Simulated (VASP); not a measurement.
# TaN (P-6m2) in VASP: further runs, part 2 of 2

VASP 6.6.1.

### Step 4. Relaxation of shape and atoms at fixed volume, PBEsol (9.99 Å³/atom)

This run uses another cell than the first one, of 9.99 Å³/atom.

Contents of INCAR:

```
ALGO = Normal
EDIFF = 1E-6
EDIFFG = -0.01
ENCUT = 600
GGA = PS
IBRION = 2
ISIF = 4
ISMEAR = 0
LASPH = T
LCHARG = F
LREAL = F
LWAVE = F
NELM = 60
NSW = 50
PREC = Accurate
SIGMA = 0.1
```

Contents of KPOINTS:

```
k-points
0
Gamma
  18 18 14
```

Contents of POSCAR:

```
TaN
1.0
    2.8624241174      0.0000000000      0.0000000000
   -1.4312120587      2.4789320021      0.0000000000
    0.0000000000      0.0000000000      2.8158100990
Ta N
1 1
Direct
    0.3333333333      0.6666666667      0.5000000000
    0.0000000000      0.0000000000      0.0000000000
```

Potentials or basis: VASP PAW PBE potentials, release 64 (Ta_pv, N).

On the command line:

```console
> cat potpaw_PBE.64/Ta_pv/POTCAR potpaw_PBE.64/N/POTCAR > POTCAR
> mpirun -np 1 vasp_std > vasp.out
```

OUTCAR:

```text
EDIFF = 1E-6
   EDIFFG = -0.01
   ENCUT = 600
   GGA = PS
   IBRION = 2
   ISIF = 4
   ISMEAR = 0
   LASPH = T
   LREAL = F
   NELM = 60
   NSW = 50
   PREC = Accurate

 ion  position               nearest neighbor table
   1  0.333  0.667  0.500-   2 2.17   2 2.17   2 2.17   2 2.17   2 2.17   2 2.17
   2  0.000  0.000  0.000-   1 2.17   1 2.17   1 2.17   1 2.17   1 2.17   1 2.17

  LATTYP: Found a hexagonal cell.
 ALAT       =     2.8624241174
 C/A-ratio  =     0.9837151951

  Lattice vectors:

 A1 = (   2.8624241174,   0.0000000000,   0.0000000000)
 A2 = (  -1.4312120587,   2.4789320021,   0.0000000000)
 A3 = (   0.0000000000,   0.0000000000,   2.8158100990)

Analysis of symmetry for initial positions (statically):
=====================================================================
 Subroutine PRICEL returns:
 Original cell was already a primitive cell.

 Routine SETGRP: Setting up the symmetry group for a
 hexagonal supercell.

 Subroutine GETGRP returns: Found 12 space group operations
 (whereof 12 operations were pure point group operations)
 out of a pool of 24 trial point group operations.

The static configuration has the point symmetry D_3h.

Analysis of symmetry for dynamics (positions and initial velocities):
=====================================================================
 Subroutine PRICEL returns:
 Original cell was already a primitive cell.

 Routine SETGRP: Setting up the symmetry group for a
 hexagonal supercell.

 Subroutine GETGRP returns: Found 12 space group operations
 (whereof 12 operations were pure point group operations)
 out of a pool of 24 trial point group operations.

The dynamic configuration has the point symmetry D_3h.

 Subroutine INISYM returns: Found 12 space group operations
 (whereof 12 operations are pure point group operations),
 and found     1 'primitive' translations

----------------------------------------------------------------------------------------

                                     Primitive cell
[... 129 lines left out ...]
   NGX = 11   NGY = 11   NGZ = 11

--------------------------------------- Ionic step        1  -------------------------------------------

 number of electron      15.9999999 magnetization

 Free energy of the ion-electron system (eV)
  ---------------------------------------------------
  ext. energy  EPLUGINS =         0.00000000
  ---------------------------------------------------
  free energy    TOTEN  =       -23.70203339 eV

  energy without entropy =      -23.70178927  energy(sigma->0) =      -23.70191133

------------------------ aborting loop because EDIFF is reached ----------------------------------------

  FORCE on cell =-STRESS in cart. coord.  units (eV):
  Direction    XX          YY          ZZ          XY          YZ          ZX
  --------------------------------------------------------------------------------------
  -------------------------------------------------------------------------------------
  Total        3.2605897      3.2605897      3.4870892      0.0000000      0.0000000      0.0000000
  in kB      261.4597079    261.4597079    279.6222212      0.0000000      0.0000000      0.0000000
  external PRESSURE =     267.5138790 kB  Pullay stress =       0.0000000 kB
[... 59 lines left out ...]
--------------------------------------- Ionic step        3  -------------------------------------------

 number of electron      15.9999999 magnetization

 Free energy of the ion-electron system (eV)
  ---------------------------------------------------
  ext. energy  EPLUGINS =         0.00000000
  ---------------------------------------------------
  free energy    TOTEN  =       -23.70221833 eV

  energy without entropy =      -23.70197650  energy(sigma->0) =      -23.70209741

 E-fermi :   8.8562     XC(G=0): -13.9238

 val. band max:        8.8087551865   @ k =   0.0000   0.0000   0.4286
 cond. band min:       8.8858804199   @ k =   0.0556   0.0000   0.5000
 fundamental gap:      0.0771252335
 Fermi energy:         8.8562385405

 k-point     1 :       0.0000    0.0000    0.0000
  band No.  band energies     occupation
      1     -25.6744      2.00000
      2     -25.3423      2.00000
      3     -25.3423      2.00000
      4      -9.4141      2.00000
      5       4.0349      2.00000
      6       4.0349      2.00000
      7       4.2929      2.00000
      8       5.8814      2.00000
      9      11.7410      0.00000
     10      12.8328      0.00000
     11      12.8328      0.00000
     12      13.3206      0.00000
[... 331 lines left out ...]
 k-point    24 :       0.3889    0.1111    0.0000
  band No.  band energies     occupation
      1     -26.6306      2.00000
      2     -25.7453      2.00000
      3     -25.4765      2.00000
      4      -6.7468      2.00000
      5       0.3776      2.00000
      6       3.3399      2.00000
      7       4.3990      2.00000
      8       6.4463      2.00000
      9      11.3598      0.00000
     10      12.3170      0.00000
     11      14.0272      0.00000
     12      15.5193      0.00000

 [... further k-points ...]
[... 5 lines left out ...]
  --------------------------------------------------------------------------------------
  -------------------------------------------------------------------------------------
  Total        3.3244944      3.3244944      3.3260471      0.0000000     -0.0000000      0.0000000
  in kB      266.5840904    266.5840904    266.7085986      0.0000000     -0.0000000      0.0000000
  external PRESSURE =     266.6255931 kB  Pullay stress =       0.0000000 kB
[... 17 lines left out ...]
  FREE ENERGIE OF THE ION-ELECTRON SYSTEM (eV)
  ---------------------------------------------------
  free  energy   TOTEN  =       -23.7022183252 eV

  energy  without entropy=      -23.7019765039  energy(sigma->0) =      -23.70209741

 reached required accuracy - stopping structural energy minimisation
```

OSZICAR:

```text
N       E                     dE             d eps       ncg     rms          rms(c)
DAV:   1     0.973768925008E+02    0.97377E+02   -0.10139E+04  7104   0.160E+03
DAV:   2    -0.219953134950E+02   -0.11937E+03   -0.11323E+03  8120   0.376E+02
DAV:   3    -0.259477841267E+02   -0.39525E+01   -0.38963E+01  8740   0.649E+01
[... 17 lines left out ...]
       N       E                     dE             d eps       ncg     rms          rms(c)
DAV:   1    -0.237026914855E+02   -0.75136E-03   -0.27914E-02  7120   0.168E+00    0.118E-01
DAV:   2    -0.237023451929E+02    0.34629E-03   -0.49649E-04  8200   0.242E-01    0.653E-02
DAV:   3    -0.237022190604E+02    0.12613E-03   -0.19426E-04  8576   0.122E-01    0.221E-02
DAV:   4    -0.237022183252E+02    0.73521E-06   -0.90085E-06  8292   0.288E-02
   3 F= -.23702218E+02 E0= -.23702097E+02  d E =-.184932E-03
```

CONTCAR:

```text
TaN
   1.00000000000000
     2.8601019922144690    0.0000000000000000    0.0000000000000000
    -1.4300509961072345    2.4769209827003893   -0.0000000000000000
     0.0000000000000000    0.0000000000000000    2.8203842840768982
  Ta              N
     1     1
Direct
     0.3333333332999970    0.6666666667000030    0.5000000000000000
     0.0000000000000000    0.0000000000000000    1.0000000000000000

  0.00000000E+00  0.00000000E+00  0.00000000E+00
  0.00000000E+00  0.00000000E+00  0.00000000E+00
```

Run time: 2 min. Hardware: 1 thread of Intel Xeon Platinum 8259CL at 2.50GHz (Skylake/Cascade Lake), shared host; peak memory 0.22 GiB.

Results:

| Item | Value |
| --- | --- |
| Free energy | -23.7022 eV |
| Energy gained by relaxing | 0.1 meV/atom |
| Ionic steps | 3 |
| Pressure after relaxing | 26.7 GPa |
| Band gap on the k mesh | zero (bands 8 and 9 overlap by 0.35 eV) |

The path:
```tsv
step	energy change (eV)	largest force (eV/Å)	pressure (GPa)	volume (Å³)
1	0.0000	0.0000	26.75	19.98
2	0.0001	0.0000	26.58	19.98
3	-0.0002	0.0000	26.66	19.98
```

Final structure:
```
Ta N
1.0
     2.86010    0.00000    0.00000
    -1.43005    2.47692    0.00000
     0.00000    0.00000    2.82038
Ta N
1 1
Direct
  0.33333 0.66667 0.50000
  0.00000 0.00000 0.00000
```

Caveat: the PAW data sets were made with another functional, which shifts forces and pressure a little; spin-orbit coupling is left out, which moves the levels of the heavy elements.

### Step 5. Relaxation of shape and atoms at fixed volume, PBEsol (10.31 Å³/atom)

This run uses another cell than the first one, of 10.31 Å³/atom.

Contents of INCAR:

```
  PREC = Accurate
  ENCUT = 600
  EDIFF = 1E-7
  ISMEAR = 0
  SIGMA = 0.1
  LREAL = F
  LASPH = T
  NELM = 100
  ALGO = Normal
  ISIF = 4
  LWAVE = F
  LCHARG = F
  GGA = PS
  IBRION = 2
  NSW = 50
  EDIFFG = -0.01
```

Contents of KPOINTS:

```
regular mesh
0
Gamma
  18 18 14
```

Contents of POSCAR:

```
TaN
1.0
    2.8944517826      0.0000000000      0.0000000000
   -1.4472258913      2.5066687737      0.0000000000
    0.0000000000      0.0000000000      2.8417284104
Ta N
1 1
Direct
    0.3333333333      0.6666666667      0.5000000000
    0.0000000000      0.0000000000      0.0000000000
```

Potentials or basis: VASP PAW PBE potentials, release 64 (Ta_pv, N).

On the command line:

```console
> cat potpaw_PBE.64/Ta_pv/POTCAR potpaw_PBE.64/N/POTCAR > POTCAR
> mpirun -np 1 vasp_std > vasp.out
```

OUTCAR:

```text
PREC = Accurate
   ENCUT = 600
   EDIFF = 1E-7
   ISMEAR = 0
   LREAL = F
   LASPH = T
   NELM = 100
   ISIF = 4
   GGA = PS
   IBRION = 2
   NSW = 50
   EDIFFG = -0.01

 ion  position               nearest neighbor table
   1  0.333  0.667  0.500-   2 2.19   2 2.19   2 2.19   2 2.19   2 2.19   2 2.19
   2  0.000  0.000  0.000-   1 2.19   1 2.19   1 2.19   1 2.19   1 2.19   1 2.19

  LATTYP: Found a hexagonal cell.
 ALAT       =     2.8944517826
 C/A-ratio  =     0.9817846777

  Lattice vectors:

 A1 = (   2.8944517826,   0.0000000000,   0.0000000000)
 A2 = (  -1.4472258913,   2.5066687737,   0.0000000000)
 A3 = (   0.0000000000,   0.0000000000,   2.8417284104)

Analysis of symmetry for initial positions (statically):
=====================================================================
 Subroutine PRICEL returns:
 Original cell was already a primitive cell.

 Routine SETGRP: Setting up the symmetry group for a
[... 259 lines left out ...]
 k-point     1 :       0.0000    0.0000    0.0000
  band No.  band energies     occupation
      1     -26.0975      2.00000
      2     -25.7961      2.00000
      3     -25.7961      2.00000
      4      -9.5133      2.00000
      5       3.8209      2.00000
      6       3.8209      2.00000
      7       4.1158      2.00000
      8       5.5856      2.00000
      9      11.1373      0.00000
     10      12.3525      0.00000
     11      12.3525      0.00000
     12      12.7943      0.00000
[... 331 lines left out ...]
 k-point    24 :       0.3889    0.1111    0.0000
  band No.  band energies     occupation
      1     -26.9454      2.00000
      2     -26.1560      2.00000
      3     -25.9237      2.00000
      4      -6.9856      2.00000
      5       0.2097      2.00000
      6       3.1814      2.00000
      7       4.1570      2.00000
      8       6.1762      2.00000
      9      10.9497      0.00000
     10      11.8279      0.00000
     11      13.4482      0.00000
     12      14.9380      0.00000

 [... further k-points ...]
[... 5 lines left out ...]
  --------------------------------------------------------------------------------------
  -------------------------------------------------------------------------------------
  Total        1.6268674      1.6268674      1.6371294      0.0000000     -0.0000000      0.0000000
  in kB      126.4203248    126.4203248    127.2177637      0.0000000     -0.0000000      0.0000000
  external PRESSURE =     126.6861378 kB  Pullay stress =       0.0000000 kB
[... 17 lines left out ...]
  FREE ENERGIE OF THE ION-ELECTRON SYSTEM (eV)
  ---------------------------------------------------
  free  energy   TOTEN  =       -23.7808160384 eV

  energy  without entropy=      -23.7805722094  energy(sigma->0) =      -23.78069412

 reached required accuracy - stopping structural energy minimisation
```

CONTCAR:

```text
TaN
   1.00000000000000
     2.8923335258314706    0.0000000000000000    0.0000000000000000
    -1.4461667629157353    2.5048343095247425   -0.0000000000000000
     0.0000000000000000    0.0000000000000000    2.8458923248600838
  Ta              N
     1     1
Direct
     0.3333333332999970    0.6666666667000030    0.5000000000000000
     0.0000000000000000    0.0000000000000000    0.0000000000000000

  0.00000000E+00  0.00000000E+00  0.00000000E+00
  0.00000000E+00  0.00000000E+00  0.00000000E+00
```

Run time: 1.7 min. Hardware: 1 thread of Intel Xeon Platinum 8259CL at 2.50GHz (Skylake/Cascade Lake), shared host; peak memory 0.23 GiB.

What came out:

* Free energy: -23.7808 eV
* Energy gained by relaxing: 0.1 meV/atom
* Ionic steps: 3
* Pressure after relaxing: 12.7 GPa
* Band gap on the k mesh: zero (bands 8 and 9 overlap by 0.35 eV)

Step by step:
```tsv
step	energy change (eV)	largest force (eV/Å)	pressure (GPa)	volume (Å³)
1	0.0000	0.0000	12.73	20.62
2	0.0001	0.0000	12.58	20.62
3	-0.0001	0.0000	12.67	20.62
```

Final structure:
```xyz
2
Lattice="2.8923 0.0000 0.0000 -1.4462 2.5048 0.0000 0.0000 0.0000 2.8459" Properties=species:S:1:pos:R:3 pbc="T T T"
Ta    0.0000    1.6699    1.4229
N     0.0000    0.0000    0.0000
```

Levels at points of the mesh, in eV from the Fermi level:
```tsv
k point	band 5	band 6	band 7	band 8	band 9	band 10	band 11	band 12
(0.00, 0.00, 0.00)	-4.70	-4.70	-4.41	-2.94	2.61	3.83	3.83	4.27
(0.50, 0.00, 0.00)	-8.52	-5.41	-3.66	-3.19	3.19	4.37	5.49	5.69
(0.00, 0.00, 0.50)	-9.63	-3.84	-3.84	-0.09	-0.09	2.57	3.49	3.49
(0.50, 0.00, 0.50)	-7.56	-6.34	-5.90	-0.23	4.51	5.77	6.49	7.56
```

Caveat: the PAW data sets were made with another functional, which shifts forces and pressure a little; spin-orbit coupling is left out, which moves the levels of the heavy elements.

### Step 6. Single point, PBEsol

This run uses another cell than the first one, of 9.71 Å³/atom.

Contents of INCAR:

```
SYSTEM = TaN
  PREC = Accurate
  ENCUT = 700
  EDIFF = 1E-6
  ISMEAR = 0
  SIGMA = 0.1
  LREAL = .False.
  LASPH = .True.
  NELM = 120
  ALGO = Normal
  ISIF = 2
  LWAVE = .False.
  LCHARG = .True.
  GGA = PS
  LELF = .True.
  LVHAR = .True.
  NBANDS = 16
  GGA_COMPAT = .False.
```

Contents of KPOINTS:

```
regular mesh
0
Gamma
  18 18 14
  0 0 0
```

Contents of POSCAR:

```
TaN
1.0
    2.8311793409      0.0000000000      0.0000000000
   -1.4155896704      2.4518732319      0.0000000000
    0.0000000000      0.0000000000      2.7962212287
Ta N
1 1
Direct
    0.3333333333      0.6666666667      0.5000000000
    0.0000000000      0.0000000000      0.0000000000
```

Potentials or basis: VASP PAW PBE potentials, release 64 (Ta_sv_GW, N).

On the command line:

```console
> cat potpaw_PBE.64/Ta_sv_GW/POTCAR potpaw_PBE.64/N/POTCAR > POTCAR
> mpirun -np 1 vasp_std > vasp.out
```

It took 58 s on 1 thread of Intel Xeon Platinum 8259CL at 2.50GHz (Skylake/Cascade Lake), shared host; peak memory 0.27 GiB.

Results (log left out):

- Free energy: -26.1259 eV
- Pressure: 40.3 GPa
- Band gap on the k mesh: zero (bands 9 and 10 overlap by 0.35 eV)

Stress tensor (GPa, compression positive):
```
40.16  0.00  0.00
 0.00 40.16  0.00
 0.00  0.00 40.42
```

Levels at points of the mesh, in eV from the Fermi level:
```csv
k point,band 7,band 8,band 9,band 10,band 11,band 12
"(0.00, 0.00, 0.00)",-4.94,-4.70,-3.01,3.09,4.10,4.10
"(0.50, 0.00, 0.00)",-5.76,-3.91,-3.26,3.44,4.80,5.81
"(0.00, 0.00, 0.50)",-4.02,-4.02,-0.10,-0.10,2.69,3.70
"(0.50, 0.00, 0.50)",-6.55,-6.23,-0.05,4.98,6.31,7.06
```

Caveat: the cell stands under pressure; the PAW data sets were made with another functional, which shifts forces and pressure a little; spin-orbit coupling is left out, which moves the levels of the heavy elements.

### Step 7. Overview

| task | potentials or basis | cell | cutoff (eV) | gap on the mesh (eV) | pressure (GPa) |
| --- | --- | --- | --- | --- | --- |
| relaxation of shape and atoms at fixed volume | VASP PAW PBE potentials, release 64 (Ta_pv, N) | relaxed from a = 2.796, b = 2.796, c = 2.762 Å, angles 90.0, 90.0, 120.0°, 2 atoms | 600 | none | 62.4 |
| relaxation of shape and atoms at fixed volume | VASP PAW PBE potentials, release 64 (Ta_pv, N) | relaxed from a = 2.830, b = 2.830, c = 2.789 Å, angles 90.0, 90.0, 120.0°, 2 atoms | 600 | none | 43.1 |
| relaxation of shape and atoms at fixed volume | VASP PAW PBE potentials, release 64 (Ta_pv, N) | relaxed from a = 2.862, b = 2.862, c = 2.816 Å, angles 90.0, 90.0, 120.0°, 2 atoms | 600 | none | 26.7 |
| relaxation of shape and atoms at fixed volume | VASP PAW PBE potentials, release 64 (Ta_pv, N) | relaxed from a = 2.894, b = 2.894, c = 2.842 Å, angles 90.0, 90.0, 120.0°, 2 atoms | 600 | none | 12.7 |
| single point | VASP PAW PBE potentials, release 64 (Ta_sv_GW, N) | a = 2.831, b = 2.831, c = 2.796 Å, angles 90.0, 90.0, 120.0°, 2 atoms | 700 | none | 40.3 |

Alike in all rows: level PBEsol; no spin polarisation; k mesh 18 × 18 × 14; smearing gaussian 0.1 eV.

Caveats: the PAW data sets were made with another functional, which shifts forces and pressure a little; spin-orbit coupling is left out, which moves the levels of the heavy elements; the cell stands under pressure (at least some runs).

Absolute energies hang on the potentials; compare differences alone.

The gap in the log of VASP goes by the Fermi energy; the results here count the filled bands.